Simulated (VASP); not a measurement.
# ZnS (P6_3mc) in VASP: a series of runs

ZnS is run at these levels: r2SCAN; tasks: relaxation of the atoms.

Everything below comes from runs of VASP 6.6.1. Logs are shortened: lines on timing, memory, paths and dates and some standing lists are left out, and cuts for length are marked.

### Step 1. The cell of the first run

The structure is hexagonal, space group P6_3mc (No. 186). The conventional cell has a = 3.921 Å, b = 3.921 Å, c = 6.432 Å, α = 90.00°, β = 90.00°, γ = 120.00°. Zn (site symmetry 3m) has 4 S at 2.40 to 2.41 Å within 3.2 Å. S (site symmetry 3m) has 4 Zn at 2.40 to 2.41 Å within 3.2 Å.

### Step 2. Relaxation of the atoms, r2SCAN (equal strain along all axes, cell held: +3.0 %)

POSCAR

```
ZnS
1.0
    3.9207141637      0.0000000000      0.0000000000
   -1.9603570819      3.3954380668      0.0000000000
    0.0000000000      0.0000000000      6.4321469233
Zn S
2 2
Direct
    0.3333333333      0.6666666667      0.0002927155
    0.6666666667      0.3333333333      0.5002927155
    0.3333333333      0.6666666667      0.3747072845
    0.6666666667      0.3333333333      0.8747072845
```

INCAR.step1

```
PREC = Accurate
ENCUT = 520
ISMEAR = 0
SIGMA = 0.02
LREAL = False
LASPH = True
NELM = 60
GGA = PE
ALGO = Normal
EDIFF = 1E-4
LWAVE = True
LCHARG = False
```

INCAR.step2

```
PREC = Accurate
ENCUT = 520
EDIFF = 1E-6
ISMEAR = 0
SIGMA = 0.02
LREAL = False
LASPH = True
NELM = 60
ALGO = Normal
ISIF = 2
LWAVE = False
LCHARG = False
METAGGA = R2SCAN
LMIXTAU = True
IBRION = 2
NSW = 60
EDIFFG = -0.008
ISTART = 1
```

KPOINTS

```
regular mesh
0
Gamma
  6 6 4
```

Potentials or basis: VASP PAW PBE potentials, release 64 (Zn, S).

The run is started by

```console
cat potpaw_PBE.64/Zn/POTCAR potpaw_PBE.64/S/POTCAR > POTCAR
cp INCAR.step1 INCAR
mpirun -np 1 vasp_std > vasp.out
cp INCAR.step2 INCAR
mpirun -np 1 vasp_std > vasp.out
```

OUTCAR:

```text
PREC = Accurate
   ENCUT = 520
   EDIFF = 1E-6
   ISMEAR = 0
   LREAL = False
   LASPH = True
   NELM = 60
   ISIF = 2
   METAGGA = R2SCAN
   IBRION = 2
   NSW = 60
   EDIFFG = -0.008
   ISTART = 1

 ion  position               nearest neighbor table
   1  0.333  0.667  0.000-   4 2.40   4 2.40   4 2.40   3 2.41
   2  0.667  0.333  0.500-   3 2.40   3 2.40   3 2.40   4 2.41
   3  0.333  0.667  0.375-   2 2.40   2 2.40   2 2.40   1 2.41
   4  0.667  0.333  0.875-   1 2.40   1 2.40   1 2.40   2 2.41

  LATTYP: Found a hexagonal cell.
 ALAT       =     3.9207141637
 C/A-ratio  =     1.6405549231

  Lattice vectors:

 A1 = (   3.9207141637,   0.0000000000,   0.0000000000)
 A2 = (  -1.9603570819,   3.3954380668,   0.0000000000)
 A3 = (   0.0000000000,   0.0000000000,   6.4321469233)

Analysis of symmetry for initial positions (statically):
=====================================================================
 Subroutine PRICEL returns:
 Original cell was already a primitive cell.

 Routine SETGRP: Setting up the symmetry group for a
 hexagonal supercell.

 Subroutine GETGRP returns: Found 12 space group operations
 (whereof  6 operations were pure point group operations)
 out of a pool of 24 trial point group operations.

The static configuration has the point symmetry C_3v.
 The point group associated with its full space group is C_6v.

Analysis of symmetry for dynamics (positions and initial velocities):
=====================================================================
 Subroutine PRICEL returns:
 Original cell was already a primitive cell.

 Routine SETGRP: Setting up the symmetry group for a
 hexagonal supercell.

 Subroutine GETGRP returns: Found 12 space group operations
 (whereof  6 operations were pure point group operations)
 out of a pool of 24 trial point group operations.

The dynamic configuration has the point symmetry C_3v.
 The point group associated with its full space group is C_6v.

 Subroutine INISYM returns: Found 12 space group operations
 (whereof  6 operations are pure point group operations),
 and found     1 'primitive' translations

----------------------------------------------------------------------------------------

                                     Primitive cell

  volume of cell :      85.6282

  direct lattice vectors                    reciprocal lattice vectors
     3.920714164  0.000000000  0.000000000     0.255055574  0.147256404  0.000000000
    -1.960357082  3.395438067  0.000000000     0.000000000  0.294512808  0.000000000
     0.000000000  0.000000000  6.432146923     0.000000000  0.000000000  0.155469086

  length of vectors
     3.920714164  3.920714164  6.432146923     0.294512808  0.294512808  0.155469086

  position of ions in fractional coordinates (direct lattice)
     0.333333333  0.666666667  0.000292716
     0.666666667  0.333333333  0.500292716
     0.333333333  0.666666667  0.374707284
     0.666666667  0.333333333  0.874707284

  ion indices of the primitive-cell ions
   primitive index   ion index
                 1           1
                 2           2
                 3           3
                 4           4

----------------------------------------------------------------------------------------

 KPOINTS: regular mesh

[... 62 lines left out ...]
   NELM   =     60;   NELMIN=  2; NELMDL=  0     # of ELM steps
   EDIFF  = 0.1E-05   stopping-criterion for ELM
   LREAL  =      F    real-space projection
   EDIFFG = -.8E-02   stopping-criterion for IOM
   NSW    =     60    number of steps for IOM
   IBRION =      2    ionic relax: 0-MD 1-quasi-New 2-CG
   NFREE  =      1    steps in history (QN), initial steepest desc. (CG)
   ISIF   =      2    stress and relaxation
   ISYM   =      2    0-nonsym 1-usesym 2-fastsym
   POTIM  = 0.5000    time-step for ionic-motion
   TEBEG  =    0.0;   TEEND  =   0.0 temperature during run
   PSTRESS=    0.0 pullay stress
   NELECT =      36.0000    total number of electrons
   NUPDOWN=      -1.0000    fix difference up-down
   EMIN   =  10.00;   EMAX   =-10.00  energy-range for DOS
   EFERMI =   0.00;   METHOD = LEGACY
   ISMEAR =     0;   SIGMA  =   0.02  broadening in eV -4-tet -1-fermi 0-gaus
   EFERMI_NEDOS =   21; number of points for ismear=-14 and -15
   IALGO  =     38    algorithm
   IMIX   =      4    mixing-type and parameters
     AMIX     =   0.40;   BMIX     =  1.00
     AMIX_MAG =   1.60;   BMIX_MAG =  1.00
  volume/ion in A,a.u.               =      21.41       144.46
  Fermi-wavevector in a.u.,A,eV,Ry     =   1.226413  2.317584 20.464365  1.504088
  Thomas-Fermi vector in A             =   2.361415
   LORBIT       =      0    0 simple, 1 ext, 2 COOP (PROOUT), +10 PAW based schemes
   METAGGA = R2SCAN    functional components
   LHFCALC =     F    Hartree Fock is set to
   AEXX    =    0.0000 exact exchange contribution
   IVDW    =     0    specifies the selected vdW correction
   LEPSILON=     F    determine dielectric tensor
   LRPA    =     F    only Hartree local field effects (RPA)
 conjugate gradient relaxation of ions
 non-spin polarized calculation
 Gauss-broadening in eV      SIGMA  =   0.02
  energy-cutoff  :      520.00
  volume of cell :       85.63
 maximum number of plane-waves:      2364
 NGX is ok and might be reduce to    30
   NGX = 15   NGY = 15   NGZ = 23

--------------------------------------- Ionic step        1  -------------------------------------------

 number of electron      35.9999996 magnetization

 Free energy of the ion-electron system (eV)
  ---------------------------------------------------
  ext. energy  EPLUGINS =         0.00000000
  ---------------------------------------------------
  free energy    TOTEN  =       -37.57925128 eV

  energy without entropy =      -37.57925128  energy(sigma->0) =      -37.57925128

------------------------ aborting loop because EDIFF is reached ----------------------------------------

  FORCE on cell =-STRESS in cart. coord.  units (eV):
  Direction    XX          YY          ZZ          XY          YZ          ZX
  --------------------------------------------------------------------------------------
  -------------------------------------------------------------------------------------
  Total       -3.0558044     -3.0558044     -3.0953123      0.0000000      0.0000000      0.0000000
  in kB      -57.1767122    -57.1767122    -57.9159402      0.0000000      0.0000000      0.0000000
  external PRESSURE =     -57.4231215 kB  Pullay stress =       0.0000000 kB

 VOLUME and BASIS-vectors are now :
 -----------------------------------------------------------------------------
  energy-cutoff  :      520.00
  volume of cell :       85.63
      direct lattice vectors                 reciprocal lattice vectors
     3.920714164  0.000000000  0.000000000     0.255055574  0.147256404  0.000000000
    -1.960357082  3.395438067  0.000000000     0.000000000  0.294512808  0.000000000
     0.000000000  0.000000000  6.432146923     0.000000000  0.000000000  0.155469086

 POSITION                                       TOTAL-FORCE (eV/Angst)
 -----------------------------------------------------------------------------------
     -0.00000      2.26363      0.00188        -0.000000     -0.000000     -0.012560
      1.96036      1.13181      3.21796         0.000000     -0.000000     -0.012560
     -0.00000      2.26363      2.41017        -0.000000      0.000000      0.012560
      1.96036      1.13181      5.62625         0.000000     -0.000000      0.012560
 -----------------------------------------------------------------------------------
    total drift:                               -0.000000     -0.000000     -0.005923

  FREE ENERGIE OF THE ION-ELECTRON SYSTEM (eV)
  ---------------------------------------------------
  free  energy   TOTEN  =       -37.5792512788 eV

  energy  without entropy=      -37.5792512788  energy(sigma->0) =      -37.57925128

--------------------------------------- Ionic step        2  -------------------------------------------

 number of electron      35.9999996 magnetization

 Free energy of the ion-electron system (eV)
  ---------------------------------------------------
  ext. energy  EPLUGINS =         0.00000000
  ---------------------------------------------------
  free energy    TOTEN  =       -37.57927665 eV

  energy without entropy =      -37.57927665  energy(sigma->0) =      -37.57927665

 E-fermi :   1.2589     XC(G=0):  -9.8697

 val. band max:        1.1204432348   @ k =   0.0000   0.0000   0.0000
 cond. band min:       3.4894208585   @ k =   0.0000   0.0000   0.0000
 fundamental gap:      2.3689776236
 Fermi energy:         1.2589117849

 k-point     1 :       0.0000    0.0000    0.0000
  band No.  band energies     occupation
      1     -12.0242      2.00000
      2     -11.2221      2.00000
      3      -5.0988      2.00000
      4      -5.0897      2.00000
      5      -5.0896      2.00000
      6      -5.0144      2.00000
[... 514 lines left out ...]
     21       7.8382      0.00000
     22       7.8382      0.00000

------------------------ aborting loop because EDIFF is reached ----------------------------------------

  FORCE on cell =-STRESS in cart. coord.  units (eV):
  Direction    XX          YY          ZZ          XY          YZ          ZX
  --------------------------------------------------------------------------------------
  -------------------------------------------------------------------------------------
  Total       -3.0491591     -3.0491591     -3.0988528      0.0000000      0.0000000      0.0000000
  in kB      -57.0523729    -57.0523729    -57.9821860      0.0000000      0.0000000      0.0000000
  external PRESSURE =     -57.3623106 kB  Pullay stress =       0.0000000 kB

 VOLUME and BASIS-vectors are now :
 -----------------------------------------------------------------------------
  energy-cutoff  :      520.00
  volume of cell :       85.63
      direct lattice vectors                 reciprocal lattice vectors
     3.920714164  0.000000000  0.000000000     0.255055574  0.147256404  0.000000000
    -1.960357082  3.395438067  0.000000000     0.000000000  0.294512808  0.000000000
     0.000000000  0.000000000  6.432146923     0.000000000  0.000000000  0.155469086

 POSITION                                       TOTAL-FORCE (eV/Angst)
 -----------------------------------------------------------------------------------
     -0.00000      2.26363      0.00128         0.000000     -0.000000     -0.006675
      1.96036      1.13181      3.21735        -0.000000      0.000000     -0.006675
     -0.00000      2.26363      2.41078        -0.000000     -0.000000      0.006675
      1.96036      1.13181      5.62685         0.000000     -0.000000      0.006675
 -----------------------------------------------------------------------------------
    total drift:                               -0.000000     -0.000000     -0.010349

  FREE ENERGIE OF THE ION-ELECTRON SYSTEM (eV)
  ---------------------------------------------------
  free  energy   TOTEN  =       -37.5792766503 eV

  energy  without entropy=      -37.5792766503  energy(sigma->0) =      -37.57927665

 reached required accuracy - stopping structural energy minimisation
```

Wall time 97 s (1 thread of AMD EPYC 9R45 (Zen 5), shared host); peak memory 0.2 GiB.

What came out:

```
Free energy                  : -37.5793 eV
Energy gained by relaxing    : 0.0 meV/atom
Ionic steps                  : 2
Pressure after relaxing      : -5.7 GPa
Largest force after relaxing : 0.007 eV/Å
Band gap on the k mesh       : 2.37 eV
```

Forces on the atoms (eV/Å):
```
Zn   0.000  0.000 -0.007
Zn   0.000  0.000 -0.007
S    0.000  0.000  0.007
S    0.000  0.000  0.007
```

Final structure:
```
CELL_PARAMETERS angstrom
3.92071 0.00000 0.00000
-1.96036 3.39544 0.00000
0.00000 0.00000 6.43215
ATOMIC_POSITIONS crystal
Zn 0.33333 0.66667 0.00020
Zn 0.66667 0.33333 0.50020
S 0.33333 0.66667 0.37480
S 0.66667 0.33333 0.87480
```

Caveat: the cell differs from its parent crystal (equal strain along all axes, cell held: +3.0 %); the PAW data sets were made with another functional, which shifts forces and pressure a little.

### Step 3. Relaxation of the atoms, r2SCAN (equal strain along all axes, cell held: -1.0 %)

POSCAR

```
ZnS
1.0
    3.7684534195      0.0000000000      0.0000000000
   -1.8842267098      3.2635763943      0.0000000000
    0.0000000000      0.0000000000      6.1823548098
Zn S
2 2
Direct
    0.3333333333      0.6666666667      0.0003440772
    0.6666666667      0.3333333333      0.5003440772
    0.3333333333      0.6666666667      0.3746559228
    0.6666666667      0.3333333333      0.8746559228
```

INCAR.step1

```
SYSTEM = ZnS
ALGO = Normal ; EDIFF = 1E-4
ENCUT = 520 ; GGA = PE
ISMEAR = 0 ; LASPH = .TRUE.
LCHARG = .FALSE. ; LREAL = .FALSE.
LWAVE = .TRUE. ; NELM = 60
PREC = Accurate ; SIGMA = 0.02
```

INCAR.step2

```
SYSTEM = ZnS
ALGO = Normal ; EDIFF = 1E-6
EDIFFG = -0.008 ; ENCUT = 520
IBRION = 2 ; ISIF = 2
ISMEAR = 0 ; ISTART = 1
LASPH = .TRUE. ; LCHARG = .FALSE.
LMIXTAU = .TRUE. ; LREAL = .FALSE.
LWAVE = .FALSE. ; METAGGA = R2SCAN
NELM = 60 ; NSW = 60
PREC = Accurate ; SIGMA = 0.02
```

KPOINTS

```
k-points
0
G
  6 6 4
  0 0 0
```

Potentials or basis: VASP PAW PBE potentials, release 64 (Zn, S).

The run is started by

```console
cat potpaw_PBE.64/Zn/POTCAR potpaw_PBE.64/S/POTCAR > POTCAR
cp INCAR.step1 INCAR
mpirun -np 1 vasp_std > vasp.out
cp INCAR.step2 INCAR
mpirun -np 1 vasp_std > vasp.out
```

OUTCAR:

```text
SYSTEM = ZnS
   EDIFF = 1E-6
   EDIFFG = -0.008
   ENCUT = 520
   IBRION = 2
   ISIF = 2
   ISMEAR = 0
   ISTART = 1
   LASPH = .TRUE.
   LREAL = .FALSE.
   METAGGA = R2SCAN
   NELM = 60
   NSW = 60
   PREC = Accurate

 ion  position               nearest neighbor table
   1  0.333  0.667  0.000-   4 2.31   4 2.31   4 2.31   3 2.31
   2  0.667  0.333  0.500-   3 2.31   3 2.31   3 2.31   4 2.31
   3  0.333  0.667  0.375-   2 2.31   2 2.31   2 2.31   1 2.31
   4  0.667  0.333  0.875-   1 2.31   1 2.31   1 2.31   2 2.31

  LATTYP: Found a hexagonal cell.
 ALAT       =     3.7684534195
 C/A-ratio  =     1.6405549231

  Lattice vectors:

 A1 = (   3.7684534195,   0.0000000000,   0.0000000000)
 A2 = (  -1.8842267098,   3.2635763943,   0.0000000000)
 A3 = (   0.0000000000,   0.0000000000,   6.1823548098)

Analysis of symmetry for initial positions (statically):
=====================================================================
 Subroutine PRICEL returns:
 Original cell was already a primitive cell.

 Routine SETGRP: Setting up the symmetry group for a
 hexagonal supercell.

[... 218 lines left out ...]
 E-fermi :   2.3322     XC(G=0): -10.4663

 val. band max:        2.2091508816   @ k =   0.0000   0.0000   0.0000
 cond. band min:       5.1424142070   @ k =   0.0000   0.0000   0.0000
 fundamental gap:      2.9332633254
 Fermi energy:         2.3322201633

 k-point     1 :       0.0000    0.0000    0.0000
  band No.  band energies     occupation
      1     -11.7687      2.00000
      2     -10.7493      2.00000
      3      -4.4564      2.00000
      4      -4.4379      2.00000
      5      -4.4379      2.00000
      6      -4.3410      2.00000
[... 514 lines left out ...]
     21       8.8986      0.00000
     22       8.8986      0.00000

------------------------ aborting loop because EDIFF is reached ----------------------------------------

  FORCE on cell =-STRESS in cart. coord.  units (eV):
  Direction    XX          YY          ZZ          XY          YZ          ZX
  --------------------------------------------------------------------------------------
  -------------------------------------------------------------------------------------
  Total        1.2310557      1.2310557      1.2506313     -0.0000000      0.0000000      0.0000000
  in kB       25.9404461     25.9404461     26.3529367     -0.0000000      0.0000000      0.0000000
  external PRESSURE =      26.0779430 kB  Pullay stress =       0.0000000 kB

 VOLUME and BASIS-vectors are now :
 -----------------------------------------------------------------------------
  energy-cutoff  :      520.00
  volume of cell :       76.03
      direct lattice vectors                 reciprocal lattice vectors
     3.768453420  0.000000000  0.000000000     0.265360849  0.153206158  0.000000000
    -1.884226710  3.263576394  0.000000000     0.000000000  0.306412316  0.000000000
     0.000000000  0.000000000  6.182354810     0.000000000  0.000000000  0.161750665

 POSITION                                       TOTAL-FORCE (eV/Angst)
 -----------------------------------------------------------------------------------
     -0.00000      2.17572      0.00285        -0.000000      0.000000      0.004038
      1.88423      1.08786      3.09403         0.000000     -0.000000      0.004038
     -0.00000      2.17572      2.31553         0.000000      0.000000     -0.004038
      1.88423      1.08786      5.40671         0.000000      0.000000     -0.004038
 -----------------------------------------------------------------------------------
    total drift:                               -0.000000     -0.000000      0.035089

  FREE ENERGIE OF THE ION-ELECTRON SYSTEM (eV)
  ---------------------------------------------------
  free  energy   TOTEN  =       -37.7028478227 eV

  energy  without entropy=      -37.7028478227  energy(sigma->0) =      -37.70284782

 reached required accuracy - stopping structural energy minimisation
```

Wall time 2.8 min (1 thread of Intel Xeon 8259CL, shared host); peak memory 0.21 GiB.

What came out:

```
Free energy                  : -37.7028 eV
Energy gained by relaxing    : 0.0 meV/atom
Ionic steps                  : 2
Pressure after relaxing      : 2.6 GPa
Largest force after relaxing : 0.004 eV/Å
Band gap on the k mesh       : 2.93 eV
```

Forces in eV/Å, atoms in the order of the input:
```
Zn   0.000  0.000  0.004
Zn   0.000  0.000  0.004
S    0.000  0.000 -0.004
S    0.000  0.000 -0.004
```

Final structure:
```
CELL_PARAMETERS angstrom
3.76845 0.00000 0.00000
-1.88423 3.26358 0.00000
0.00000 0.00000 6.18235
ATOMIC_POSITIONS crystal
Zn 0.33333 0.66667 0.00046
Zn 0.66667 0.33333 0.50046
S 0.33333 0.66667 0.37454
S 0.66667 0.33333 0.87454
```

Levels at points of the mesh, in eV from the valence-band top:
```
           k point  band 14  band 15  band 16  band 17  band 18  band 19  band 20  band 21  band 22
(0.00, 0.00, 0.00)    -0.97    -0.97    -0.09     0.00     0.00     2.93     3.67     6.77     6.77
(0.50, 0.00, 0.00)    -4.31    -3.51    -2.43    -1.82    -0.96     4.01     4.85     5.42     7.35
(0.00, 0.00, 0.50)    -2.97    -0.51    -0.51    -0.51    -0.51     4.20     4.20     7.24     7.24
(0.50, 0.00, 0.50)    -5.11    -1.76    -1.76    -1.75    -1.75     3.96     3.96     5.64     5.64
```

Caveat: the cell differs from its parent crystal (equal strain along all axes, cell held: -1.0 %); the PAW data sets were made with another functional, which shifts forces and pressure a little.
